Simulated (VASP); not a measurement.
A run of VASP 6.6.1 is set up as follows.

File INCAR:

```
SYSTEM = LiH
ALGO = Normal ; EDIFF = 1E-7
ENCUT = 520 ; GGA = PE
ISIF = 2 ; ISMEAR = 0
LASPH = .TRUE. ; LCHARG = .TRUE.
LELF = .TRUE. ; LREAL = .FALSE.
LVHAR = .TRUE. ; LWAVE = .FALSE.
NBANDS = 12 ; NELM = 80
PREC = Accurate ; SIGMA = 0.01
```

File KPOINTS:

```
k-points
0
G
  9 9 6
  0 0 0
```

Contents of POSCAR:

```
LiH
1.0
    3.2227167579      0.0000000000      0.0000000000
   -1.6113583790      2.7909545816      0.0000000000
    0.0000000000      0.0000000000      4.0312274263
Li H
2 2
Direct
    0.3333333333      0.6666666667     -0.0625138240
    0.6666666667      0.3333333333      0.4374861760
    0.3333333333      0.6666666667      0.4375138240
    0.6666666667      0.3333333333      0.9375138240
```

Potentials or basis: VASP PAW PBE potentials, release 64 (Li_sv, H).

Launch:

```bash
$ cat potpaw_PBE.64/Li_sv/POTCAR potpaw_PBE.64/H/POTCAR > POTCAR
$ mpirun -np 1 vasp_std > vasp.out
```

Task: Predict the band gap on the k mesh.

Result: 1.78 eV, indirect (least direct gap 3.04 eV).

 A k mesh can miss the band edges.
